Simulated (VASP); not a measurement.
# C (Fd-3m) in VASP: single point with PBEsol

Aim: the single point of C with PBEsol.

Program: VASP 6.6.1. These are calculated values, not measurements. Logs are shortened: lines on timing, memory, paths and dates and some standing lists are left out, and cuts for length are marked.

### Step 1. The cell of the first run

It takes space group Fd-3m (No. 227, cubic). Conventional cell: a = 3.518 Å, b = 3.518 Å, c = 3.518 Å, α = 90.00°, β = 90.00°, γ = 90.00°. C (site symmetry -43m) has 4 C at 1.52 Å within 2.0 Å.

### Step 2. Single point, PBEsol

Contents of INCAR:

```
SYSTEM = C
ALGO     = Normal         ! electronic algorithm
EDIFF    = 1E-6           ! SCF threshold, eV
ENCUT    = 600            ! plane-wave cutoff, eV
GGA      = PS             ! functional
GGA_COMPAT= .FALSE.      
ISIF     = 2              ! what is computed and relaxed
ISMEAR   = 0              ! smearing method
LASPH    = .TRUE.         ! aspherical terms in the spheres
LCHARG   = .FALSE.        ! write CHGCAR
LREAL    = .FALSE.        ! projectors in reciprocal space
LWAVE    = .FALSE.        ! write WAVECAR
NBANDS   = 11             ! bands
NELM     = 120            ! most SCF steps
PREC     = Accurate       ! precision mode
SIGMA    = 0.01           ! smearing width, eV
```

Contents of KPOINTS:

```
k-points
0
G
  6 6 6
  0 0 0
```

Contents of POSCAR:

```
C
1.0
    0.0000000000      1.7590642429      1.7590642429
    1.7590642429      0.0000000000      1.7590642429
    1.7590642429      1.7590642429      0.0000000000
C
2
Direct
    0.0000000000      0.0000000000      0.0000000000
    0.2500000000      0.2500000000      0.2500000000
```

Potentials or basis: VASP PAW PBE potentials, release 64 (C).

On the command line:

```sh
cat potpaw_PBE.64/C/POTCAR > POTCAR
mpirun -np 1 vasp_std > vasp.out
```

OUTCAR:

```text
SYSTEM = C
   EDIFF = 1E-6
   ENCUT = 600
   GGA = PS
   ISIF = 2
   ISMEAR = 0
   LASPH = .TRUE.
   LREAL = .FALSE.
   NELM = 120
   PREC = Accurate

 ion  position               nearest neighbor table
   1  0.000  0.000  0.000-   2 1.52   2 1.52   2 1.52   2 1.52
   2  0.250  0.250  0.250-   1 1.52   1 1.52   1 1.52   1 1.52

  LATTYP: Found a face centered cubic cell.
 ALAT       =     3.5181284858

  Lattice vectors:

 A1 = (   0.0000000000,   1.7590642429,   1.7590642429)
 A2 = (   1.7590642429,   0.0000000000,   1.7590642429)
 A3 = (   1.7590642429,   1.7590642429,   0.0000000000)

Analysis of symmetry for initial positions (statically):
=====================================================================
 Subroutine PRICEL returns:
 Original cell was already a primitive cell.

 Routine SETGRP: Setting up the symmetry group for a
 face centered cubic supercell.

 Subroutine GETGRP returns: Found 48 space group operations
 (whereof 24 operations were pure point group operations)
 out of a pool of 48 trial point group operations.

The static configuration has the point symmetry T_d .
 The point group associated with its full space group is O_h .

Analysis of symmetry for dynamics (positions and initial velocities):
=====================================================================
 Subroutine PRICEL returns:
 Original cell was already a primitive cell.

 Routine SETGRP: Setting up the symmetry group for a
 face centered cubic supercell.

 Subroutine GETGRP returns: Found 48 space group operations
 (whereof 24 operations were pure point group operations)
 out of a pool of 48 trial point group operations.

The dynamic configuration has the point symmetry T_d .
 The point group associated with its full space group is O_h .

 Subroutine INISYM returns: Found 48 space group operations
 (whereof 24 operations are pure point group operations),
 and found     1 'primitive' translations

----------------------------------------------------------------------------------------

                                     Primitive cell

  volume of cell :      10.8862

  direct lattice vectors                    reciprocal lattice vectors
     0.000000000  1.759064243  1.759064243    -0.284242035  0.284242035  0.284242035
     1.759064243  0.000000000  1.759064243     0.284242035 -0.284242035  0.284242035
     1.759064243  1.759064243  0.000000000     0.284242035  0.284242035 -0.284242035

  length of vectors
[... 79 lines left out ...]
   ISIF   =      2    stress and relaxation
   ISYM   =      2    0-nonsym 1-usesym 2-fastsym
   POTIM  = 0.5000    time-step for ionic-motion
   TEBEG  =    0.0;   TEEND  =   0.0 temperature during run
   PSTRESS=    0.0 pullay stress
   NELECT =       8.0000    total number of electrons
   NUPDOWN=      -1.0000    fix difference up-down
   EMIN   =  10.00;   EMAX   =-10.00  energy-range for DOS
   EFERMI =   0.00;   METHOD = LEGACY
   ISMEAR =     0;   SIGMA  =   0.01  broadening in eV -4-tet -1-fermi 0-gaus
   EFERMI_NEDOS =   21; number of points for ismear=-14 and -15
   IALGO  =     38    algorithm
   IMIX   =      4    mixing-type and parameters
     AMIX     =   0.40;   BMIX     =  1.00
     AMIX_MAG =   1.60;   BMIX_MAG =  1.00
  volume/ion in A,a.u.               =       5.44        36.73
  Fermi-wavevector in a.u.,A,eV,Ry     =   1.477338  2.791764 29.695080  2.182527
  Thomas-Fermi vector in A             =   2.591754
   LORBIT       =      0    0 simple, 1 ext, 2 COOP (PROOUT), +10 PAW based schemes
   GGA     = PS    functional components
   LHFCALC =     F    Hartree Fock is set to
   AEXX    =    0.0000 exact exchange contribution
   IVDW    =     0    specifies the selected vdW correction
   LEPSILON=     F    determine dielectric tensor
   LRPA    =     F    only Hartree local field effects (RPA)
 non-spin polarized calculation
 Gauss-broadening in eV      SIGMA  =   0.01
  energy-cutoff  :      600.00
  volume of cell :       10.89
 maximum number of plane-waves:       375
   NGX =  9   NGY =  9   NGZ =  9

 number of electron       7.9999999 magnetization

 Free energy of the ion-electron system (eV)
  ---------------------------------------------------
  ext. energy  EPLUGINS =         0.00000000
  ---------------------------------------------------
  free energy    TOTEN  =       -19.22687007 eV

  energy without entropy =      -19.22687007  energy(sigma->0) =      -19.22687007

 E-fermi :  10.3619     XC(G=0): -13.6357

 val. band max:       10.3161283797   @ k =   0.0000   0.0000   0.0000
 cond. band min:      14.4464451108   @ k =   0.3333   0.3333   0.0000
 fundamental gap:      4.1303167310
 Fermi energy:        10.3618606742

 k-point     1 :       0.0000    0.0000    0.0000
  band No.  band energies     occupation
      1     -11.7681      2.00000
      2      10.3161      2.00000
      3      10.3161      2.00000
      4      10.3161      2.00000
      5      15.9679      0.00000
      6      15.9679      0.00000
      7      15.9679      0.00000
      8      24.6341      0.00000
      9      29.8122      0.00000
     10      37.2441      0.00000
     11      37.2441      0.00000
[... 197 lines left out ...]
 k-point    16 :      -0.3333    0.5000    0.1667
  band No.  band energies     occupation
      1      -2.1550      2.00000
      2      -2.1550      2.00000
      3       2.1010      2.00000
      4       2.1010      2.00000
      5      18.5920      0.00000
      6      18.5920      0.00000
      7      25.3309      0.00000
      8      25.3309      0.00000
      9      32.5319      0.00000
     10      32.5319      0.00000
     11      41.4838      0.00000

------------------------ aborting loop because EDIFF is reached ----------------------------------------

  FORCE on cell =-STRESS in cart. coord.  units (eV):
  Direction    XX          YY          ZZ          XY          YZ          ZX
  --------------------------------------------------------------------------------------
  -------------------------------------------------------------------------------------
  Total        1.0214020      1.0214020      1.0214020     -0.0000000      0.0000000     -0.0000000
  in kB      150.3253318    150.3253318    150.3253318     -0.0000000      0.0000000     -0.0000000
  external PRESSURE =     150.3253318 kB  Pullay stress =       0.0000000 kB

 VOLUME and BASIS-vectors are now :
 -----------------------------------------------------------------------------
  energy-cutoff  :      600.00
  volume of cell :       10.89
      direct lattice vectors                 reciprocal lattice vectors
     0.000000000  1.759064243  1.759064243    -0.284242035  0.284242035  0.284242035
     1.759064243  0.000000000  1.759064243     0.284242035 -0.284242035  0.284242035
     1.759064243  1.759064243  0.000000000     0.284242035  0.284242035 -0.284242035

 POSITION                                       TOTAL-FORCE (eV/Angst)
 -----------------------------------------------------------------------------------
      0.00000      0.00000      0.00000        -0.000000     -0.000000     -0.000000
      0.87953      0.87953      0.87953         0.000000      0.000000      0.000000
 -----------------------------------------------------------------------------------
    total drift:                                0.000000      0.000000      0.000000

  FREE ENERGIE OF THE ION-ELECTRON SYSTEM (eV)
  ---------------------------------------------------
  free  energy   TOTEN  =       -19.2268700680 eV

  energy  without entropy=      -19.2268700680  energy(sigma->0) =      -19.22687007
```

Run time: 5.3 s. Hardware: 1 thread of Intel Xeon 8259CL, shared host; peak memory 0.12 GiB.

Results:

* Free energy: -19.2269 eV
* Pressure: 15.0 GPa
* Band gap on the k mesh: 4.13 eV, indirect (least direct gap 5.65 eV)

Caveat: the k points lie up to 0.52 Å⁻¹ apart; the PAW data sets were made with another functional, which shifts forces and pressure a little. A hybrid or GW would open this gap; PBEsol tends to underestimate it.
